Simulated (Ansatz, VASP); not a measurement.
**BaTiO3, level by level in two programs**

```
Ba Ti O
1.0
     3.99980    0.00000    0.00000
     0.00000    3.99980    0.00000
     0.00000    0.00000    4.01800
Ba Ti O
1 1 3
Direct
  0.00000 0.00000 0.00000
  0.50000 0.50000 0.49000
  0.00000 0.50000 0.51700
  0.50000 0.00000 0.51700
  0.50000 0.50000 0.01900
```

Single points on this cell with VASP 6.6.1 and Ansatz 0.2.0. Each row is one pair of runs. Alike in all rows: spin: off; Ansatz's potentials, cutoff: Ansatz PAW, 420 eV.

| level | k mesh | smearing | VASP's potentials, cutoff | gap on the k mesh at the Fermi level (eV), VASP | gap on the k mesh at the Fermi level (eV), Ansatz | least direct gap on the mesh (eV), VASP | least direct gap on the mesh (eV), Ansatz | pressure (GPa), VASP | pressure (GPa), Ansatz |
| --- | --- | --- | --- | --- | --- | --- | --- | --- | --- |
| PBEsol-based global hybrid | 4 × 4 × 4 | fermi-dirac, width 0.05 eV | VASP PAW PBE potentials, release 64 (Ba_sv, Ti_sv, O), 520 eV | 3.89 | 3.93 | 4.14 | 4.15 | -5.9 | -7.6 |
| BLYP+D4 | 7 × 7 × 7 | fermi-dirac, width 0.05 eV | VASP PAW PBE potentials, release 64 (Ba_sv, Ti_sv, O), 520 eV | 1.89 | 1.96 | 2.08 | 2.11 | 4.5 | 2.5 |
| B3LYP5 | 4 × 4 × 4 | fermi-dirac, width 0.05 eV | VASP PAW PBE potentials, release 64 (Ba_sv, Ti_sv, O), 520 eV | 3.50 | 3.56 | 3.76 | 3.78 | 4.4 | 2.6 |
| PBE | 5 × 5 × 5 | fermi-dirac, width 0.05 eV | VASP PAW PBE potentials, release 64 (Ba_sv, Ti_sv, O), 520 eV | ? | 1.99 | ? | 2.09 | ? | 2.4 |
| revPBE+D4 | 7 × 7 × 7 | fermi-dirac, width 0.05 eV | VASP PAW PBE potentials, release 64 (Ba_sv, Ti_sv, O), 520 eV | 1.89 | 1.96 | 2.09 | 2.11 | 1.9 | 0.1 |
| PBE | 2 × 2 × 2 | fermi-dirac, width 0.05 eV | VASP PAW PBE potentials, release 64 (Ba_sv, Ti_sv, O_h), 910 eV | 1.50 | 1.56 | 1.81 | 1.83 | - | - |
| PBE | 7 × 7 × 7 | gaussian, width 0.015 eV | VASP PAW PBE potentials, release 64 (Ba_sv, Ti_sv, O), 600 eV | 1.87 | 1.93 | 2.06 | 2.09 | 4.0 | 2.4 |
| PBE | 3 × 3 × 3 | fermi-dirac, width 0.05 eV | VASP PAW PBE potentials, release 64 (Ba_sv, Ti_sv, O_h), 910 eV | 2.02 | 2.04 | 2.02 | 2.04 | - | - |

Q: Fill in what VASP gave in row 4.

A: gap on the k mesh at the Fermi level (eV): 1.93; least direct gap on the mesh (eV): 2.06; pressure (GPa): 4.2.

The k mesh is coarse in some rows, so the values compare programs but aren't converged. Spin-orbit coupling is off throughout. Noted on VASP's runs: the cutoff is short for stress, so the pressure is rough. Noted on Ansatz's runs: odd divisions of the mesh miss points on the zone boundary, where band edges often lie, so the gap on the mesh can be too wide.
